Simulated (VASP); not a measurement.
Wanted: the native input for a VASP 6.6.1 run.

* Task: single point
* Functional: PBE
* Potentials or basis: VASP PAW PBE potentials, release 64 (Si)
* Cutoff: 520 eV
* k mesh: 10 × 10 × 10
* Occupations: gaussian, width 0.1 eV
* Spin: no spin polarisation
* Dipole correction: no
* Further INCAR settings: ALGO = Normal; EDIFF = 1e-06; NBANDS = 21

The structure of Si lies in POSCAR:

```
Si
1.0
    0.0000000000      5.1408388431      5.5006210590
    2.5318960656      0.0000000000      5.5006210590
    2.5318960656      5.1408388431      0.0000000000
Si
6
Direct
    0.8867873654      0.1132126346      0.8867873654
    0.1132126346      0.8867873654      0.1132126346
    0.8617934028      0.8617934028      0.6382065972
    0.6382065972      0.6382065972      0.8617934028
    0.1382065972      0.1382065972      0.3617934028
    0.3617934028      0.3617934028      0.1382065972
```

The cell was generated, and may not be a known phase.

These files were run (other wordings do the same):

INCAR

```
SYSTEM = Si
PREC = Accurate
ENCUT = 520
EDIFF = 1E-6
ISMEAR = 0
SIGMA = 0.1
LREAL = .FALSE.
LASPH = .TRUE.
NELM = 80
ALGO = Normal
ISIF = 2
LWAVE = .FALSE.
LCHARG = .FALSE.
GGA = PE
NBANDS = 21
```

KPOINTS

```
Automatic mesh
0
G
  10 10 10
  0 0 0
```

Potentials or basis: VASP PAW PBE potentials, release 64 (Si).

The run is started by

```bash
$ cat potpaw_PBE.64/Si/POTCAR > POTCAR
$ mpirun -np 1 vasp_std > vasp.out
```

Results of the run:

```
Pressure               : -0.1 GPa
Largest force          : 0.005 eV/Å
Band gap on the k mesh : zero (bands 12 and 13 overlap by 1.96 eV)
```

Wall time 8.5 min on 1 thread of Intel(R) Xeon(R) Platinum 8259CL CPU @ 2.50GHz (Skylake/Cascade Lake), on a shared host, peak memory 0.57 GiB.
